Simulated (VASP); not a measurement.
# SnO2: single point with LDA

SnO2:

```
Sn O
1.0
     4.78800    0.00000    0.00000
     0.00000    4.86658    0.00000
     0.00000    0.00000    3.24090
Sn O
2 4
Direct
  0.50000 0.50000 0.50000
  0.00000 0.00000 0.00000
  0.29185 0.32104 0.00000
  0.79185 0.17896 0.50000
  0.20814 0.82104 0.50000
  0.70815 0.67896 0.00000
```

```json
{
 "Program": "VASP 6.6.1",
 "Task": "single point",
 "Functional": "LDA",
 "Potentials or basis": "VASP PAW LDA potentials, release 64 (Sn_d, O)",
 "Cutoff": "520 eV",
 "k mesh": "6 × 6 × 10",
 "Occupations": "gaussian, width 0.01 eV",
 "Spin": "no spin polarisation"
}
```

```yaml
Pressure: -10.4 GPa
Largest_force: 0.152 eV/Å
Band_gap_on_the_k_mesh: 0.70 eV
```

Forces in eV/Å, atoms in the order of the input:
```
Sn   0.000  0.000  0.000
Sn   0.000  0.000  0.000
O    0.152 -0.004  0.000
O    0.152  0.004  0.000
O   -0.152 -0.004  0.000
O   -0.152  0.004  0.000
```

Stress tensor (GPa, compression positive):
```
 -9.74   0.00   0.00
  0.00 -10.02   0.00
  0.00   0.00 -11.41
```

Levels at points of the mesh, in eV from the valence-band top:
```tsv
k point	band 22	band 23	band 24	band 25	band 26	band 27	band 28	band 29	band 30	band 31
(0.00, 0.00, 0.00)	-1.20	-1.16	-0.64	-0.63	0.00	0.70	5.53	5.84	6.00	9.91
(0.50, 0.00, 0.00)	-1.74	-1.14	-1.14	-0.44	-0.44	3.73	3.73	6.41	6.41	10.30
(0.00, 0.50, 0.00)	-1.92	-1.13	-1.13	-0.57	-0.57	3.89	3.89	6.86	6.86	10.12
(0.50, 0.50, 0.00)	-1.83	-1.26	-1.26	-0.73	-0.73	4.20	4.20	6.99	6.99	10.28
(0.00, 0.00, 0.50)	-2.55	-1.47	-1.47	-1.05	-1.05	5.47	5.47	9.17	9.17	10.03
(0.50, 0.00, 0.50)	-1.74	-0.83	-0.83	-0.73	-0.73	5.77	5.77	7.57	7.57	10.15
(0.00, 0.50, 0.50)	-1.44	-1.04	-1.04	-0.62	-0.62	5.67	5.67	7.35	7.35	10.60
(0.50, 0.50, 0.50)	-2.38	-0.85	-0.85	-0.66	-0.66	4.25	4.25	8.41	8.41	10.38
```

It took 2.3 min on 1 thread of Intel(R) Xeon(R) Platinum 8488C (Sapphire Rapids), with other jobs on the host, peak memory 0.29 GiB.

Caveat: the cell stands under tension; semilocal functionals underestimate gaps, and a narrow one can read as zero; spin-orbit coupling is left out, which moves the levels of the heavy elements.
